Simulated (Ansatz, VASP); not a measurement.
Two plane-wave programs on NiO

```
CELL_PARAMETERS angstrom
0.00000 2.13374 2.13374
2.13374 0.00000 2.13374
2.13374 2.13374 0.00000
ATOMIC_POSITIONS crystal
Ni 0.00000 0.00000 0.00000
O 0.50000 0.50000 0.50000
```

Alike in both runs: functional PBE; k mesh 12 × 12 × 12; occupations gaussian, width 0.02 eV; collinear spin; Hubbard terms Ni d U = 6.2 eV.

Ansatz relaxed the structure, and its values are those at the end. VASP's run is a single point on that final structure, the one shown.

|  | VASP | Ansatz |
| --- | --- | --- |
| version | VASP 6.6.1 | Ansatz 0.2.0 |
| potentials or method | VASP PAW PBE potentials, release 64 (Ni_sv_GW, O), cutoff 600 eV | scalar-relativistic, plane waves, PAW |
| valence electrons in the cell | 24 | 24 |

```tsv
	VASP	Ansatz	Ansatz less VASP
gap on the k mesh at the Fermi level (eV)	2.00	1.94	-0.062
least direct gap on the mesh (eV)	3.17	2.96	-0.206
pressure (GPa)	-3.7	0.0	+3.69
net moment per atom (μB)	1.00	1.00	0.000
size of the moment on the site where the two differ most (μB)	1.80	1.74	-0.060
```

Site moments also hang on the region over which each program counts them. The programs project onto different local orbitals, so the same U acts differently, and such runs can settle in different states.
